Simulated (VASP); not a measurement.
Write the native input for VASP 6.6.1 that does the following.

```
Task                   : single point
Functional             : PBE
Potentials or basis    : VASP PAW PBE potentials, release 64 (Ba_sv, Ti_sv, O)
Cutoff                 : 520 eV
k mesh                 : 8 × 8 × 8
Occupations            : gaussian, width 0.02 eV
Spin                   : no spin polarisation
Dipole correction      : no
Further INCAR settings : ALGO = Normal; EDIFF = 1e-06; NBANDS = 28
```

The structure of BaTiO3 lies in POSCAR:

```
BaTiO3
1.0
    4.0192509343      0.0000000000      0.0000000000
    0.0000000000      4.0192509343      0.0000000000
    0.0000000000      0.0000000000      4.0594434436
Ba Ti O
1 1 3
Direct
    0.5000000000      0.5000000000      0.5000000000
    0.0000000000      0.0000000000      0.0000000000
    0.5000000000      0.0000000000      0.0000000000
    0.0000000000      0.5000000000      0.0000000000
    0.0000000000      0.0000000000      0.5000000000
```

One way to write it, as run:

INCAR

```
SYSTEM = BaTiO3
  ALGO = Normal
  EDIFF = 1E-6
  ENCUT = 520
  GGA = PE
  ISIF = 2
  ISMEAR = 0
  LASPH = .True.
  LCHARG = .False.
  LREAL = .False.
  LWAVE = .False.
  NBANDS = 28
  NELM = 80
  PREC = Accurate
  SIGMA = 0.02
```

KPOINTS

```
k-points
0
Gamma
  8 8 8
  0 0 0
```

Potentials or basis: VASP PAW PBE potentials, release 64 (Ba_sv, Ti_sv, O).

The run is started by

```bash
$ cat potpaw_PBE.64/Ba_sv/POTCAR potpaw_PBE.64/Ti_sv/POTCAR potpaw_PBE.64/O/POTCAR > POTCAR
$ mpirun -np 1 vasp_std > vasp.out
```

It gave:

```json
{
  "Pressure": "0.1 GPa",
  "Band gap on the k mesh": "1.68 eV (least direct gap 1.86 eV)"
}
```

Caveat: spin-orbit coupling is left out, which moves the levels of the heavy elements.

It took 81 s on 1 thread of AMD EPYC 9R14 (Zen 4), with other jobs on the host, peak memory 0.23 GiB.
